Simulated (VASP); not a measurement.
# As in VASP: further runs

As is run at these levels: PBE+D3(BJ); tasks: single point.

All numbers are computed with VASP 6.6.1; they aren't measurements. Logs are shortened: lines on timing, memory, paths and dates and some standing lists are left out, and cuts for length are marked.

### Step 1. The cell of the first run

The cell holds a slab with vacuum, 4 atoms: a = 3.571 Å, b = 3.571 Å, c = 20.295 Å, α = 90.00°, β = 90.00°, γ = 120.00°.

### Step 2. Single point, PBE+D3(BJ) (layers slid over each other)

INCAR

```
  PREC = Accurate
  ENCUT = 400
  EDIFF = 1E-6
  ISMEAR = 0
  SIGMA = 0.05
  LREAL = F
  LASPH = T
  NELM = 120
  ALGO = Normal
  ISIF = 2
  LWAVE = F
  LCHARG = F
  LDIPOL = T
  IDIPOL = 3
  DIPOL = 0.5 0.5 0.369
  GGA = PE
  IVDW = 12
  NBANDS = 38
  GGA_COMPAT = F
  NELMDL = -8
```

KPOINTS

```
regular mesh
0
Gamma
  9 9 1
```

POSCAR

```
As
1.0
    3.5713380906      0.0000000000      0.0000000000
   -1.7856690453      3.0928695120      0.0000000000
    0.0000000000      0.0000000000     20.2952802043
As
4
Direct
    0.3333333333      0.6666666667      0.2905917062
    0.6666666667      0.3333333333      0.2217264287
    1.0000000000      0.3333333333      0.5166363853
    0.6666666667      0.6666666667      0.4477711079
```

Potentials or basis: VASP PAW PBE potentials, release 64 (As_d).

Started as:

```console
$ cat potpaw_PBE.64/As_d/POTCAR > POTCAR
$ mpirun -np 1 vasp_std > vasp.out
```

OUTCAR:

```text
PREC = Accurate
   ENCUT = 400
   EDIFF = 1E-6
   ISMEAR = 0
   LREAL = F
   LASPH = T
   NELM = 120
   ISIF = 2
   GGA = PE
   IVDW = 12
   NELMDL = -8
 IVDW          = 12

 ion  position               nearest neighbor table
   1  0.333  0.667  0.291-   2 2.49   2 2.49   2 2.49
   2  0.667  0.333  0.222-   1 2.49   1 2.49   1 2.49
   3  0.000  0.333  0.517-   4 2.49   4 2.49   4 2.49
   4  0.667  0.667  0.448-   3 2.49   3 2.49   3 2.49

  LATTYP: Found a hexagonal cell.
 ALAT       =     3.5713380906
 C/A-ratio  =     5.6828224294

  Lattice vectors:

 A1 = (   3.5713380906,   0.0000000000,   0.0000000000)
 A2 = (  -1.7856690453,   3.0928695120,   0.0000000000)
 A3 = (   0.0000000000,   0.0000000000,  20.2952802043)

Analysis of symmetry for initial positions (statically):
=====================================================================
 Subroutine PRICEL returns:
 Original cell was already a primitive cell.

 Routine SETGRP: Setting up the symmetry group for a
 hexagonal supercell.

 Subroutine GETGRP returns: Found  2 space group operations
 (whereof  1 operations were pure point group operations)
 out of a pool of 24 trial point group operations.

The static configuration has the point symmetry C_1 .
 The point group associated with its full space group is C_2 .

Analysis of symmetry for dynamics (positions and initial velocities):
=====================================================================
 Subroutine PRICEL returns:
 Original cell was already a primitive cell.

 Routine SETGRP: Setting up the symmetry group for a
 hexagonal supercell.

 Subroutine GETGRP returns: Found  2 space group operations
 (whereof  1 operations were pure point group operations)
 out of a pool of 24 trial point group operations.

The dynamic configuration has the point symmetry C_1 .
 The point group associated with its full space group is C_2 .

 Subroutine INISYM returns: Found  2 space group operations
 (whereof  1 operations are pure point group operations),
 and found     1 'primitive' translations

----------------------------------------------------------------------------------------

                                     Primitive cell

  volume of cell :     224.1752

  direct lattice vectors                    reciprocal lattice vectors
     3.571338091  0.000000000  0.000000000     0.280007094  0.161662171  0.000000000
    -1.785669045  3.092869512  0.000000000     0.000000000  0.323324342  0.000000000
     0.000000000  0.000000000 20.295280204     0.000000000  0.000000000  0.049272540

  length of vectors
     3.571338091  3.571338091 20.295280204     0.323324342  0.323324342  0.049272540

  position of ions in fractional coordinates (direct lattice)
     0.333333333  0.666666667  0.290591706
     0.666666667  0.333333333  0.221726429
     0.000000000  0.333333333  0.516636385
     0.666666667  0.666666667  0.447771108

  ion indices of the primitive-cell ions
   primitive index   ion index
                 1           1
                 2           2
                 3           3
                 4           4

----------------------------------------------------------------------------------------

 KPOINTS: regular mesh

Automatic generation of k-mesh.
 Grid dimensions read from file:
 generate k-points for:    9    9    1

 Generating k-lattice:

  Cartesian coordinates                     Fractional coordinates (reciprocal lattice)
     0.031111899  0.017962463  0.000000000     0.111111111  0.000000000  0.000000000
     0.000000000  0.035924927  0.000000000     0.000000000  0.111111111  0.000000000
     0.000000000  0.000000000  0.049272540     0.000000000  0.000000000  1.000000000

  Length of vectors
     0.035924927  0.035924927  0.049272540

  Shift w.r.t. Gamma in fractional coordinates (k-lattice)
     0.000000000  0.000000000  0.000000000

 Subroutine IBZKPT returns following result:
 ===========================================

 Found     25 irreducible k-points:

 Following reciprocal coordinates:
            Coordinates               Weight
  0.000000  0.000000  0.000000      1.000000
  0.111111  0.000000  0.000000      4.000000
  0.000000  0.111111  0.000000      2.000000
  0.222222  0.000000  0.000000      4.000000
  0.000000  0.222222  0.000000      2.000000
  0.333333  0.000000  0.000000      4.000000
[... 16 lines left out ...]
 -0.222222 -0.444444  0.000000      4.000000
  0.444444  0.333333  0.000000      4.000000
   k-points           NKPTS =     25   k-points in BZ     NKDIM =     25   number of bands    NBANDS=     38
   number of dos      NEDOS =    301   number of ions     NIONS =      4
   total plane-waves  NPLWV =  80640
   dimension x,y,z NGX =    24 NGY =   24 NGZ =  140
   dimension x,y,z NGXF=    48 NGYF=   48 NGZF=  280
   ions per type =               4
   NGX,Y,Z   is equivalent  to a cutoff of  11.17, 11.17, 11.47 a.u.
   NGXF,Y,Z  is equivalent  to a cutoff of  22.34, 22.34, 22.94 a.u.
 SYSTEM =  unknown system
   PREC   = accura    normal or accurate (medium, high low for compatibility)
   ISTART =      0    job   : 0-new  1-cont  2-samecut
   ICHARG =      2    charge: 1-file 2-atom 10-const
   ISPIN  =      1    spin polarized calculation?
   LNONCOLLINEAR =      F non collinear calculations
   LSORBIT =      F    spin-orbit coupling
   LASPH  =      T    aspherical Exc in radial PAW
   ENCUT  =  400.0 eV  29.40 Ry    5.42 a.u.   5.82  5.82 33.10*2*pi/ulx,y,z
   NELM   =    120;   NELMIN=  2; NELMDL= -8     # of ELM steps
   EDIFF  = 0.1E-05   stopping-criterion for ELM
   LREAL  =      F    real-space projection
   EDIFFG = 0.1E-04   stopping-criterion for IOM
   NSW    =      0    number of steps for IOM
   IBRION =     -1    ionic relax: 0-MD 1-quasi-New 2-CG
   NFREE  =      0    steps in history (QN), initial steepest desc. (CG)
   ISIF   =      2    stress and relaxation
   ISYM   =      2    0-nonsym 1-usesym 2-fastsym
   POTIM  = 0.5000    time-step for ionic-motion
   TEBEG  =    0.0;   TEEND  =   0.0 temperature during run
   PSTRESS=    0.0 pullay stress
   NELECT =      60.0000    total number of electrons
   NUPDOWN=      -1.0000    fix difference up-down
   EMIN   =  10.00;   EMAX   =-10.00  energy-range for DOS
   EFERMI =   0.00;   METHOD = LEGACY
   ISMEAR =     0;   SIGMA  =   0.05  broadening in eV -4-tet -1-fermi 0-gaus
   EFERMI_NEDOS =   21; number of points for ismear=-14 and -15
   IALGO  =     38    algorithm
   IMIX   =      4    mixing-type and parameters
     AMIX     =   0.40;   BMIX     =  1.00
     AMIX_MAG =   1.60;   BMIX_MAG =  1.00
  volume/ion in A,a.u.               =      56.04       378.20
  Fermi-wavevector in a.u.,A,eV,Ry     =   1.055025  1.993708 15.144339  1.113078
  Thomas-Fermi vector in A             =   2.190207
   LORBIT       =      0    0 simple, 1 ext, 2 COOP (PROOUT), +10 PAW based schemes
   GGA     = PE    functional components
   LHFCALC =     F    Hartree Fock is set to
   AEXX    =    0.0000 exact exchange contribution
   IVDW    =    12    specifies the selected vdW correction
   LEPSILON=     F    determine dielectric tensor
   LRPA    =     F    only Hartree local field effects (RPA)
 non-spin polarized calculation
 Gauss-broadening in eV      SIGMA  =   0.05
  energy-cutoff  :      400.00
  volume of cell :      224.18
 maximum number of plane-waves:      4093
   NGX = 11   NGY = 11   NGZ = 67

 dipolmoment           0.000000      0.000000     -0.000005 electrons x Angstroem

 number of electron      60.0000041 magnetization

 dipolmoment           0.000000      0.000000      0.000008 electrons x Angstroem

 Free energy of the ion-electron system (eV)
  ---------------------------------------------------
  ext. energy  EPLUGINS =         0.00000000
  ---------------------------------------------------
  free energy    TOTEN  =       -18.62425878 eV

  energy without entropy =      -18.62425878  energy(sigma->0) =      -18.62425878

 E-fermi :  -1.5684     XC(G=0):  -4.9083

 val. band max:       -1.8005582280   @ k =   0.0000   0.1111   0.0000
 cond. band min:      -0.9835477252   @ k =   0.0000   0.3333   0.0000
 fundamental gap:      0.8170105028
 Fermi energy:        -1.5684229750

 k-point     1 :       0.0000    0.0000    0.0000
  band No.  band energies     occupation
      1     -37.3618      2.00000
      2     -37.3615      2.00000
      3     -37.3607      2.00000
      4     -37.3603      2.00000
      5     -37.3208      2.00000
      6     -37.3205      2.00000
[... 30 lines left out ...]
     37       2.6361      0.00000
     38       2.8962      0.00000

 k-point     2 :       0.1111    0.0000    0.0000
  band No.  band energies     occupation
      1     -37.3612      2.00000
      2     -37.3606      2.00000
      3     -37.3575      2.00000
      4     -37.3567      2.00000
      5     -37.3197      2.00000
      6     -37.3186      2.00000
[... 30 lines left out ...]
     37       2.8599      0.00000
     38       3.1110      0.00000

 k-point     3 :       0.0000    0.1111    0.0000
  band No.  band energies     occupation
      1     -37.3607      2.00000
      2     -37.3604      2.00000
      3     -37.3576      2.00000
      4     -37.3573      2.00000
      5     -37.3191      2.00000
      6     -37.3189      2.00000
[... 30 lines left out ...]
     37       2.8591      0.00000
     38       3.1082      0.00000

 k-point     4 :       0.2222    0.0000    0.0000
  band No.  band energies     occupation
      1     -37.3601      2.00000
      2     -37.3594      2.00000
      3     -37.3477      2.00000
      4     -37.3466      2.00000
      5     -37.3172      2.00000
      6     -37.3154      2.00000
[... 30 lines left out ...]
     37       3.3935      0.00000
     38       3.6930      0.00000
[... 703 lines left out ...]
      4     -37.3163      2.00000
      5     -37.2997      2.00000
      6     -37.2987      2.00000
[... 30 lines left out ...]
     37       5.1437      0.00000
     38       5.4792      0.00000

 k-point    23 :      -0.2222   -0.4444    0.0000
  band No.  band energies     occupation
      1     -37.3580      2.00000
      2     -37.3578      2.00000
      3     -37.3164      2.00000
      4     -37.3162      2.00000
      5     -37.2995      2.00000
      6     -37.2987      2.00000
[... 30 lines left out ...]
     37       5.1188      0.00000
     38       5.3694      0.00000

 k-point    24 :       0.4444    0.3333    0.0000
  band No.  band energies     occupation
      1     -37.3583      2.00000
      2     -37.3579      2.00000
      3     -37.3164      2.00000
      4     -37.3162      2.00000
      5     -37.3005      2.00000
      6     -37.2991      2.00000
[... 30 lines left out ...]
     37       5.1418      0.00000
     38       5.6183      0.00000

 [... further k-points ...]

------------------------ aborting loop because EDIFF is reached ----------------------------------------

 vacuum level on the upper side and lower side of the slab       (xc-potential included)        -0.145        -0.145

 Edisp (eV)   -1.10383

 E8    (eV) :    -0.4823

  FORCE on cell =-STRESS in cart. coord.  units (eV):
  Direction    XX          YY          ZZ          XY          YZ          ZX
  --------------------------------------------------------------------------------------
  -------------------------------------------------------------------------------------
  Total       0.39012    -0.02445     0.13290     0.00000     0.00000     0.58014
  in kB       2.78815    -0.17473     0.94982     0.00000     0.00000     4.14624
  external pressure =        1.19 kB  Pullay stress =        0.00 kB

 VOLUME and BASIS-vectors are now :
 -----------------------------------------------------------------------------
  energy-cutoff  :      400.00
  volume of cell :      224.18
      direct lattice vectors                 reciprocal lattice vectors
     3.571338091  0.000000000  0.000000000     0.280007094  0.161662171  0.000000000
    -1.785669045  3.092869512  0.000000000     0.000000000  0.323324342  0.000000000
     0.000000000  0.000000000 20.295280204     0.000000000  0.000000000  0.049272540

 POSITION                                       TOTAL-FORCE (eV/Angst)
 -----------------------------------------------------------------------------------
     -0.00000      2.06191      5.89764        -0.099313      0.005118     -0.044053
      1.78567      1.03096      4.50000        -0.044038     -0.005118     -0.021013
     -0.59522      1.03096     10.48528         0.044038     -0.005118      0.021013
      1.19045      2.06191      9.08764         0.099313      0.005118      0.044053
 -----------------------------------------------------------------------------------
    total drift:                               -0.000001      0.000013      0.000785

  FREE ENERGIE OF THE ION-ELECTRON SYSTEM (eV)
  ---------------------------------------------------
  free  energy   TOTEN  =       -19.7280922645 eV

  energy  without entropy=      -19.7280922645  energy(sigma->0) =      -19.72809226

 vacuum level on the upper side and lower side of the slab         3.013         3.013
```

It took 2.8 min on 1 thread of Intel Xeon Platinum 8259CL at 2.50GHz (Skylake/Cascade Lake), shared host; peak memory 0.32 GiB.

What came out:

* Free energy: -19.7281 eV
* Largest force: 0.109 eV/Å
* Band gap on the k mesh: 0.82 eV (least direct gap 1.40 eV)
* Dispersion energy per atom: -0.276 eV

Forces on the atoms (eV/Å):
```
As  -0.099  0.005 -0.044
As  -0.044 -0.005 -0.021
As   0.044 -0.005  0.021
As   0.099  0.005  0.044
```

Caveat: the cell differs from its parent crystal (layers slid over each other).

### Step 3. Single point, PBE+D3(BJ) (layers slid over each other)

INCAR

```
ALGO = Normal
DIPOL = 0.5 0.5 0.375
EDIFF = 1E-6
ENCUT = 400
GGA = PE
GGA_COMPAT = F
IDIPOL = 3
ISIF = 2
ISMEAR = 0
IVDW = 12
LASPH = T
LCHARG = T
LDIPOL = T
LELF = T
LREAL = F
LVACPOTAV = T
LVHAR = T
LWAVE = F
NBANDS = 38
NELM = 120
NELMDL = -8
PREC = Accurate
SIGMA = 0.05
```

KPOINTS

```
k-points
0
Gamma
  9 9 1
```

POSCAR, as its differences from that of step 2:

```diff
@@ -10,3 +10,3 @@
     0.6666666667      0.3333333333      0.2217264287
-    1.0000000000      0.3333333333      0.5166363853
-    0.6666666667      0.6666666667      0.4477711079
+    0.8333333333      0.3333333333      0.5289545203
+    0.5000000000      0.6666666667      0.4600892428
```

Potentials or basis: VASP PAW PBE potentials, release 64 (As_d).

Started as:

```console
$ cat potpaw_PBE.64/As_d/POTCAR > POTCAR
$ mpirun -np 1 vasp_std > vasp.out
```

It took 3.6 min on 1 thread of Intel Xeon 6975P-C (Granite Rapids), shared host; peak memory 0.33 GiB.

It converged, with:

- Free energy: -19.6809 eV
- Largest force: 0.094 eV/Å
- Band gap on the k mesh: 0.98 eV (least direct gap 1.50 eV)
- Dispersion energy per atom: -0.266 eV

Forces in eV/Å, atoms in the order of the input:
```
As  -0.060  0.001 -0.073
As  -0.025 -0.001 -0.050
As   0.025 -0.001  0.050
As   0.060  0.001  0.073
```

Levels at points of the mesh, in eV from the valence-band top:
```
           k point  band 28  band 29  band 30  band 31  band 32  band 33
(0.00, 0.00, 0.00)    -0.22    -0.21    -0.13     1.68     2.22     3.20
```

Caveat: the cell differs from its parent crystal (layers slid over each other).
